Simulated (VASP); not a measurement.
Write the native input for VASP 6.6.1 that does the following.

| Item | Value |
| --- | --- |
| Task | relaxation of the atoms |
| Functional | PBE |
| Potentials or basis | VASP PAW PBE potentials, release 64 (Zn, S) |
| Cutoff | 520 eV |
| k mesh | 14 × 14 × 14 |
| Occupations | fermi-dirac, width 0.02 eV |
| Spin | no spin polarisation |
| Dipole correction | no |
| Further INCAR settings | ALGO = Normal; EDIFF = 1e-06; IBRION = 2; EDIFFG = -0.02; NSW = 80 |

The structure of ZnS lies in POSCAR:

```
ZnS
1.0
    0.0000000000      2.7428757960      2.7428757960
    2.7428757960      0.0000000000      2.7428757960
    2.7428757960      2.7428757960      0.0000000000
Zn S
1 1
Direct
    0.0000000000      0.0000000000      0.0000000000
    0.2500000000      0.2500000000      0.2500000000
```

One way to write it, as run:

INCAR

```
ALGO = Normal ; EDIFF = 1E-6
EDIFFG = -0.02 ; ENCUT = 520
GGA = PE ; IBRION = 2
ISIF = 2 ; ISMEAR = -1
LASPH = T ; LCHARG = F
LREAL = F ; LWAVE = F
NELM = 60 ; NSW = 80
PREC = Accurate ; SIGMA = 0.02
```

KPOINTS

```
k-points
0
Gamma
  14 14 14
```

Potentials or basis: VASP PAW PBE potentials, release 64 (Zn, S).

The run is started by

```console
$ cat potpaw_PBE.64/Zn/POTCAR potpaw_PBE.64/S/POTCAR > POTCAR
$ mpirun -np 1 vasp_std > vasp.out
```

Results of the run:

| Quantity | Value |
| --- | --- |
| Pressure after relaxing | -1.4 GPa |
| Band gap on the k mesh | 1.92 eV |

Caveat: the relaxation stopped at its first step, so nothing moved.

It used 47 s of CPU time on 1 thread of Intel(R) Xeon(R) Platinum 8488C (Sapphire Rapids) (shared host).
